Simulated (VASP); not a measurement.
Set up this calculation in VASP 6.6.1, as the native input.

```yaml
Task: single point
Functional: PBE
Potentials_or_basis: VASP PAW PBE potentials, release 64 (Ta_pv)
Cutoff: 500 eV
k_mesh: 16 × 16 × 16
Occupations: methfessel-paxton, width 0.1 eV
Spin: no spin polarisation
Dipole_correction: no
Further_INCAR_settings: ALGO = Normal; EDIFF = 1e-06; NBANDS = 12
```

The structure of Ta lies in POSCAR:

```
Ta
1.0
   -1.6603688880      1.6603688880      1.6603688880
    1.6603688880     -1.6603688880      1.6603688880
    1.6603688880      1.6603688880     -1.6603688880
Ta
1
Direct
    0.0000000000      0.0000000000      0.0000000000
```

One way to write it, as run:

INCAR

```
SYSTEM = Ta
PREC     = Accurate       ! precision mode
ENCUT    = 500            ! plane-wave cutoff, eV
EDIFF    = 1E-6           ! SCF threshold, eV
ISMEAR   = 1              ! smearing method
SIGMA    = 0.1            ! smearing width, eV
LREAL    = .False.        ! projectors in reciprocal space
LASPH    = .True.         ! aspherical terms in the spheres
NELM     = 120            ! most SCF steps
ALGO     = Normal         ! electronic algorithm
ISIF     = 2              ! what is computed and relaxed
LWAVE    = .False.        ! write WAVECAR
LCHARG   = .False.        ! write CHGCAR
GGA      = PE             ! functional
NBANDS   = 12             ! bands
GGA_COMPAT= .False.
```

KPOINTS

```
Automatic mesh
0
Gamma
  16 16 16
  0 0 0
```

Potentials or basis: VASP PAW PBE potentials, release 64 (Ta_pv).

Command:

```sh
$ cat potpaw_PBE.64/Ta_pv/POTCAR > POTCAR
$ mpirun -np 1 vasp_std > vasp.out
```

It gave:

- Pressure: 0.1 GPa
- Band gap on the k mesh: zero (an odd number of electrons rules out a gap without spin polarisation)

Caveat: spin-orbit coupling is left out, which moves the levels of the heavy elements.

Run time: 28 s on 1 thread of AMD EPYC 7R43 64-Core Processor (Zen 3), on a shared host, peak memory 0.13 GiB.
